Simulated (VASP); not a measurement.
# Zn (P6_3/mmc) in VASP: notebook, part 2 of 3

VASP 6.6.1. Earlier steps stand in the parts before.

## Step 4: Electric field gradients, PBEsol (volume scaled by 0.98)

INCAR

```
SYSTEM = Zn
PREC = Accurate ; ENCUT = 520
EDIFF = 1E-8 ; ISMEAR = -1
SIGMA = 0.03 ; LREAL = .FALSE.
LASPH = .TRUE. ; NELM = 80
ALGO = Normal ; ISIF = 2
LWAVE = .FALSE. ; LCHARG = .FALSE.
GGA = PS ; LEFG = .TRUE.
NBANDS = 19
```

KPOINTS

```
Automatic mesh
0
G
  16 16 8
  0 0 0
```

POSCAR

```
Zn
1.0
    2.6469129636      0.0000000000      0.0000000000
   -1.3234564818      2.2922938681      0.0000000000
    0.0000000000      0.0000000000      4.9134996708
Zn
2
Direct
    0.3333333333      0.6666666667      0.2500000000
    0.6666666667      0.3333333333      0.7500000000
```

Potentials or basis: VASP PAW PBE potentials, release 64 (Zn).

The run is started by

```console
cat potpaw_PBE.64/Zn/POTCAR > POTCAR
mpirun -np 1 vasp_std > vasp.out
```

OUTCAR:

```text
SYSTEM = Zn
   PREC = Accurate
   ENCUT = 520
   EDIFF = 1E-8
   ISMEAR = -1
   LREAL = .FALSE.
   LASPH = .TRUE.
   NELM = 80
   ISIF = 2
   GGA = PS

 ion  position               nearest neighbor table
   1  0.333  0.667  0.250-   2 2.89   2 2.89   2 2.89   2 2.89   2 2.89   2 2.89
   2  0.667  0.333  0.750-   1 2.89   1 2.89   1 2.89   1 2.89   1 2.89   1 2.89

  LATTYP: Found a hexagonal cell.
 ALAT       =     2.6469129636
 C/A-ratio  =     1.8563132745

  Lattice vectors:

 A1 = (   2.6469129636,   0.0000000000,   0.0000000000)
 A2 = (  -1.3234564818,   2.2922938681,   0.0000000000)
 A3 = (   0.0000000000,   0.0000000000,   4.9134996708)

Analysis of symmetry for initial positions (statically):
=====================================================================
 Subroutine PRICEL returns:
 Original cell was already a primitive cell.

 Routine SETGRP: Setting up the symmetry group for a
 hexagonal supercell.

 Subroutine GETGRP returns: Found 24 space group operations
 (whereof 12 operations were pure point group operations)
 out of a pool of 24 trial point group operations.

The static configuration has the point symmetry D_3d.
 The point group associated with its full space group is D_6h.

Analysis of symmetry for dynamics (positions and initial velocities):
=====================================================================
 Subroutine PRICEL returns:
 Original cell was already a primitive cell.

 Routine SETGRP: Setting up the symmetry group for a
 hexagonal supercell.

 Subroutine GETGRP returns: Found 24 space group operations
 (whereof 12 operations were pure point group operations)
 out of a pool of 24 trial point group operations.

The dynamic configuration has the point symmetry D_3d.
 The point group associated with its full space group is D_6h.

 Subroutine INISYM returns: Found 24 space group operations
 (whereof 12 operations are pure point group operations),
 and found     1 'primitive' translations

----------------------------------------------------------------------------------------

                                     Primitive cell

  volume of cell :      29.8127

  direct lattice vectors                    reciprocal lattice vectors
     2.646912964  0.000000000  0.000000000     0.377798595  0.218122121  0.000000000
    -1.323456482  2.292293868  0.000000000     0.000000000  0.436244242  0.000000000
     0.000000000  0.000000000  4.913499671     0.000000000  0.000000000  0.203520925

  length of vectors
     2.646912964  2.646912964  4.913499671     0.436244242  0.436244242  0.203520925

  position of ions in fractional coordinates (direct lattice)
     0.333333333  0.666666667  0.250000000
     0.666666667  0.333333333  0.750000000

  ion indices of the primitive-cell ions
   primitive index   ion index
                 1           1
                 2           2

[... 76 lines left out ...]
   NFREE  =      0    steps in history (QN), initial steepest desc. (CG)
   ISIF   =      2    stress and relaxation
   ISYM   =      2    0-nonsym 1-usesym 2-fastsym
   POTIM  = 0.5000    time-step for ionic-motion
   TEBEG  =    0.0;   TEEND  =   0.0 temperature during run
   PSTRESS=    0.0 pullay stress
   NELECT =      24.0000    total number of electrons
   NUPDOWN=      -1.0000    fix difference up-down
   EMIN   =  10.00;   EMAX   =-10.00  energy-range for DOS
   EFERMI =   0.00;   METHOD = LEGACY
   ISMEAR =    -1;   SIGMA  =   0.03  broadening in eV -4-tet -1-fermi 0-gaus
   EFERMI_NEDOS =   21; number of points for ismear=-14 and -15
   IALGO  =     38    algorithm
   IMIX   =      4    mixing-type and parameters
     AMIX     =   0.40;   BMIX     =  1.00
     AMIX_MAG =   1.60;   BMIX_MAG =  1.00
  volume/ion in A,a.u.               =      14.91       100.59
  Fermi-wavevector in a.u.,A,eV,Ry     =   1.522924  2.877909 31.555966  2.319298
  Thomas-Fermi vector in A             =   2.631437
   LORBIT       =      0    0 simple, 1 ext, 2 COOP (PROOUT), +10 PAW based schemes
   GGA     = PS    functional components
   LHFCALC =     F    Hartree Fock is set to
   AEXX    =    0.0000 exact exchange contribution
   IVDW    =     0    specifies the selected vdW correction
   LEPSILON=     F    determine dielectric tensor
   LRPA    =     F    only Hartree local field effects (RPA)
 non-spin polarized calculation
  energy-cutoff  :      520.00
  volume of cell :       29.81
 maximum number of plane-waves:       825
 NGX is ok and might be reduce to    20
   NGX =  9   NGY =  9   NGZ = 19

 number of electron      24.0000013 magnetization

 Free energy of the ion-electron system (eV)
  ---------------------------------------------------
  ext. energy  EPLUGINS =         0.00000000
  ---------------------------------------------------
  free energy    TOTEN  =        -3.16723941 eV

  energy without entropy =       -3.16686603  energy(sigma->0) =       -3.16705272

 E-fermi :   3.1395     XC(G=0): -11.8069

 val. band max:        3.0360243588   @ k =   0.3750   0.2500   0.5000
 cond. band min:       3.1791447561   @ k =   0.3750   0.0625   0.0000
 fundamental gap:      0.1431203973
 Fermi energy:         3.1394824479

 k-point     1 :       0.0000    0.0000    0.0000
  band No.  band energies     occupation
      1      -7.4951      2.00000
      2      -5.5988      2.00000
      3      -4.8602      2.00000
      4      -4.6208      2.00000
      5      -4.6208      2.00000
      6      -4.5685      2.00000
[... 505 lines left out ...]
      6      -4.5761      2.00000
[... 11 lines left out ...]
     18      14.3217      0.00000
     19      15.6592      0.00000

 [... further k-points ...]

------------------------ aborting loop because EDIFF is reached ----------------------------------------

  FORCE on cell =-STRESS in cart. coord.  units (eV):
  Direction    XX          YY          ZZ          XY          YZ          ZX
  --------------------------------------------------------------------------------------
  -------------------------------------------------------------------------------------
  Total       -0.6907044     -0.6907044     -0.7190773      0.0000000     -0.0000000      0.0000000
  in kB      -37.1194846    -37.1194846    -38.6442832      0.0000000     -0.0000000      0.0000000
  external PRESSURE =     -37.6277508 kB  Pullay stress =       0.0000000 kB

 VOLUME and BASIS-vectors are now :
 -----------------------------------------------------------------------------
  energy-cutoff  :      520.00
  volume of cell :       29.81
      direct lattice vectors                 reciprocal lattice vectors
     2.646912964  0.000000000  0.000000000     0.377798595  0.218122121  0.000000000
    -1.323456482  2.292293868  0.000000000     0.000000000  0.436244242  0.000000000
     0.000000000  0.000000000  4.913499671     0.000000000  0.000000000  0.203520925

 POSITION                                       TOTAL-FORCE (eV/Angst)
 -----------------------------------------------------------------------------------
     -0.00000      1.52820      1.22837         0.000000      0.000000     -0.000000
      1.32346      0.76410      3.68512        -0.000000     -0.000000      0.000000
 -----------------------------------------------------------------------------------
    total drift:                               -0.000000      0.000000      0.000000

  FREE ENERGIE OF THE ION-ELECTRON SYSTEM (eV)
  ---------------------------------------------------
  free  energy   TOTEN  =        -3.1672394074 eV

  energy  without entropy=       -3.1668660288  energy(sigma->0) =       -3.16705272

 Electric field gradients (V/A^2)
---------------------------------------------------------------------
 ion       V_xx      V_yy      V_zz      V_xy      V_xz      V_yz
---------------------------------------------------------------------
   1     -19.525   -19.521    39.046     0.004     0.000    -0.000
   2     -19.525   -19.521    39.046     0.004    -0.000     0.000
---------------------------------------------------------------------

 Electric field gradients after diagonalization (V/A^2)
 (convention: |V_zz| > |V_xx| > |V_yy|)
----------------------------------------------------------------------
 ion       V_xx      V_yy      V_zz     asymmetry (V_yy - V_xx)/ V_zz
----------------------------------------------------------------------
   1     -19.527   -19.519    39.046       0.000
   2     -19.527   -19.519    39.046       0.000
----------------------------------------------------------------------

           NMR quadrupolar parameters

 Cq : quadrupolar parameter    Cq=e*Q*V_zz/h
 eta: asymmetry parameters     (V_yy - V_xx)/ V_zz
 Q  : nuclear electric quadrupole moment in mb (millibarn)
----------------------------------------------------------------------
 ion       Cq(MHz)       eta       Q (mb)
----------------------------------------------------------------------
   1       0.094       0.000       1.000
   2       0.094       0.000       1.000
----------------------------------------------------------------------
```

OSZICAR:

```text
N       E                     dE             d eps       ncg     rms          rms(c)
DAV:   1     0.112269978412E+03    0.11227E+03   -0.12360E+04  5940   0.201E+03
DAV:   2     0.166323705983E+01   -0.11061E+03   -0.10686E+03  5739   0.296E+02
DAV:   3    -0.344016447404E+01   -0.51034E+01   -0.50836E+01  6411   0.702E+01
DAV:   4    -0.347003320463E+01   -0.29869E-01   -0.29862E-01  6304   0.552E+00
DAV:   5    -0.347006991502E+01   -0.36710E-04   -0.36710E-04  6248   0.176E-01    0.431E+00
DAV:   6    -0.318759512822E+01    0.28247E+00   -0.11212E+00  6323   0.227E+01    0.313E+00
DAV:   7    -0.317409511688E+01    0.13500E-01   -0.39729E-02  7303   0.343E+00    0.164E+00
DAV:   8    -0.316727188349E+01    0.68232E-02   -0.20404E-03  7837   0.651E-01    0.535E-02
DAV:   9    -0.316723513804E+01    0.36745E-04   -0.23458E-04  7768   0.203E-01    0.359E-02
DAV:  10    -0.316723983541E+01   -0.46974E-05   -0.20556E-05  6018   0.386E-02    0.295E-03
DAV:  11    -0.316723965931E+01    0.17609E-06   -0.54110E-07  6464   0.126E-02    0.203E-03
DAV:  12    -0.316723940007E+01    0.25925E-06   -0.16513E-08  5429   0.216E-03    0.307E-04
DAV:  13    -0.316723940745E+01   -0.73796E-08   -0.38458E-09  3288   0.820E-04
   1 F= -.31672394E+01 E0= -.31670527E+01  d E =-.373379E-03
```

stdout:

```text
POSCAR found type information on POSCAR Zn
 POSCAR found :  1 types and       2 ions
 scaLAPACK will be used
 -----------------------------------------------------------------------------
|                                                                             |
|                                                                             |
|     You enforced a specific xc type in the INCAR file but a different       |
|     I HOPE YOU KNOW WHAT YOU ARE DOING!                                     |
|                                                                             |
 -----------------------------------------------------------------------------

 LDA part: xc-table for (Slater+PW92), standard interpolation
 POSCAR, INCAR and KPOINTS ok, starting setup
 FFT: planning ... GRIDC
 FFT: planning ... GRID_SOFT
 FFT: planning ... GRID
 WAVECAR not read
 entering main loop
ion   1

ion   2
```

Wall time 34 s (1 thread of AMD EPYC 9R45 (Zen 5), shared host); peak memory 0.16 GiB.

Results:

| Item | Value |
| --- | --- |
| Free energy | -3.1672 eV |
| Pressure | -3.8 GPa |
| Band gap on the k mesh | zero (band 12 reaches 4.37 eV, above the bottom of band 13 at 0.06 eV) |

Electric field gradients, principal values (V/Å²):
```csv
atom,least,middle,greatest (by size)
1 Zn,-19.519,-19.527,39.046
2 Zn,-19.519,-19.527,39.046
```

Caveat: without QUAD_EFG the Cq values of the log hold for a quadrupole moment of 1 mb, not for the nuclei; the PAW data sets were made with another functional, which shifts forces and pressure a little.

## Step 5: Electric field gradients, PBEsol (volume scaled by 0.99)

INCAR

```
SYSTEM = Zn
ALGO = Normal
EDIFF = 1E-8
ENCUT = 520
GGA = PS
ISIF = 2
ISMEAR = -1
LASPH = .TRUE.
LCHARG = .FALSE.
LEFG = .TRUE.
LREAL = .FALSE.
LWAVE = .FALSE.
NBANDS = 19
NELM = 60
PREC = Accurate
SIGMA = 0.03
```

KPOINTS

```
k-points
0
G
  16 16 8
  0 0 0
```

POSCAR

```
Zn
1.0
    2.6558856186      0.0000000000      0.0000000000
   -1.3279428093      2.3000644152      0.0000000000
    0.0000000000      0.0000000000      4.9301557293
Zn
2
Direct
    0.3333333333      0.6666666667      0.2500000000
    0.6666666667      0.3333333333      0.7500000000
```

Potentials or basis: VASP PAW PBE potentials, release 64 (Zn).

The run is started by

```console
cat potpaw_PBE.64/Zn/POTCAR > POTCAR
mpirun -np 1 vasp_std > vasp.out
```

OUTCAR:

```text
SYSTEM = Zn
   EDIFF = 1E-8
   ENCUT = 520
   GGA = PS
   ISIF = 2
   ISMEAR = -1
   LASPH = .TRUE.
   LREAL = .FALSE.
   NELM = 60
   PREC = Accurate

 ion  position               nearest neighbor table
   1  0.333  0.667  0.250-   2 2.90   2 2.90   2 2.90   2 2.90   2 2.90   2 2.90
   2  0.667  0.333  0.750-   1 2.90   1 2.90   1 2.90   1 2.90   1 2.90   1 2.90

  LATTYP: Found a hexagonal cell.
 ALAT       =     2.6558856186
 C/A-ratio  =     1.8563132745

  Lattice vectors:

 A1 = (   2.6558856186,   0.0000000000,   0.0000000000)
 A2 = (  -1.3279428093,   2.3000644152,   0.0000000000)
 A3 = (   0.0000000000,   0.0000000000,   4.9301557293)

Analysis of symmetry for initial positions (statically):
=====================================================================
 Subroutine PRICEL returns:
 Original cell was already a primitive cell.

 Routine SETGRP: Setting up the symmetry group for a
 hexagonal supercell.
[... 719 lines left out ...]
  volume of cell :       30.12
      direct lattice vectors                 reciprocal lattice vectors
     2.655885619  0.000000000  0.000000000     0.376522239  0.217385216  0.000000000
    -1.327942809  2.300064415  0.000000000     0.000000000  0.434770432  0.000000000
     0.000000000  0.000000000  4.930155729     0.000000000  0.000000000  0.202833349

 POSITION                                       TOTAL-FORCE (eV/Angst)
 -----------------------------------------------------------------------------------
     -0.00000      1.53338      1.23254         0.000000     -0.000000      0.000000
      1.32794      0.76669      3.69762        -0.000000      0.000000     -0.000000
 -----------------------------------------------------------------------------------
    total drift:                               -0.000000      0.000000      0.000000

  FREE ENERGIE OF THE ION-ELECTRON SYSTEM (eV)
  ---------------------------------------------------
  free  energy   TOTEN  =        -3.1594135230 eV

  energy  without entropy=       -3.1589986004  energy(sigma->0) =       -3.15920606

 Electric field gradients (V/A^2)
---------------------------------------------------------------------
 ion       V_xx      V_yy      V_zz      V_xy      V_xz      V_yz
---------------------------------------------------------------------
   1     -19.188   -19.182    38.370     0.005     0.000    -0.000
   2     -19.188   -19.182    38.370     0.005    -0.000     0.000
---------------------------------------------------------------------

 Electric field gradients after diagonalization (V/A^2)
 (convention: |V_zz| > |V_xx| > |V_yy|)
----------------------------------------------------------------------
 ion       V_xx      V_yy      V_zz     asymmetry (V_yy - V_xx)/ V_zz
----------------------------------------------------------------------
   1     -19.190   -19.180    38.370       0.000
   2     -19.190   -19.180    38.370       0.000
----------------------------------------------------------------------

           NMR quadrupolar parameters

 Cq : quadrupolar parameter    Cq=e*Q*V_zz/h
 eta: asymmetry parameters     (V_yy - V_xx)/ V_zz
 Q  : nuclear electric quadrupole moment in mb (millibarn)
----------------------------------------------------------------------
 ion       Cq(MHz)       eta       Q (mb)
----------------------------------------------------------------------
   1       0.093       0.000       1.000
   2       0.093       0.000       1.000
----------------------------------------------------------------------
```

OSZICAR:

```text
N       E                     dE             d eps       ncg     rms          rms(c)
DAV:   1     0.112634809709E+03    0.11263E+03   -0.12286E+04  5892   0.200E+03
DAV:   2     0.174994293918E+01   -0.11088E+03   -0.10698E+03  5730   0.295E+02
DAV:   3    -0.342539270523E+01   -0.51753E+01   -0.51524E+01  6364   0.703E+01
DAV:   4    -0.345593462824E+01   -0.30542E-01   -0.30535E-01  6327   0.558E+00
DAV:   5    -0.345597283794E+01   -0.38210E-04   -0.38210E-04  6220   0.179E-01    0.421E+00
DAV:   6    -0.317917865540E+01    0.27679E+00   -0.11057E+00  6317   0.224E+01    0.307E+00
DAV:   7    -0.316610969973E+01    0.13069E-01   -0.39121E-02  7304   0.338E+00    0.161E+00
DAV:   8    -0.315944512079E+01    0.66646E-02   -0.20454E-03  7795   0.647E-01    0.530E-02
DAV:   9    -0.315940921778E+01    0.35903E-04   -0.23175E-04  7752   0.202E-01    0.361E-02
DAV:  10    -0.315941394899E+01   -0.47312E-05   -0.20498E-05  5961   0.385E-02    0.297E-03
DAV:  11    -0.315941377086E+01    0.17813E-06   -0.55046E-07  6519   0.128E-02    0.202E-03
DAV:  12    -0.315941351704E+01    0.25382E-06   -0.16623E-08  5373   0.210E-03    0.283E-04
DAV:  13    -0.315941352303E+01   -0.59968E-08   -0.36335E-09  3258   0.777E-04
   1 F= -.31594135E+01 E0= -.31592061E+01  d E =-.414923E-03
```

Wall time 34 s (1 thread of AMD EPYC 9R45 (Zen 5), shared host); peak memory 0.16 GiB.

What came out:

* Free energy: -3.1594 eV
* Pressure: -4.5 GPa
* Band gap on the k mesh: zero (band 12 reaches 4.28 eV, above the bottom of band 13 at -0.02 eV)

Electric field gradients, principal values (V/Å²):
```csv
atom,least,middle,greatest (by size)
1 Zn,-19.180,-19.190,38.370
2 Zn,-19.180,-19.190,38.370
```

Caveat: without QUAD_EFG the Cq values of the log hold for a quadrupole moment of 1 mb, not for the nuclei; the PAW data sets were made with another functional, which shifts forces and pressure a little.

(Continued in part 3 of 3.)
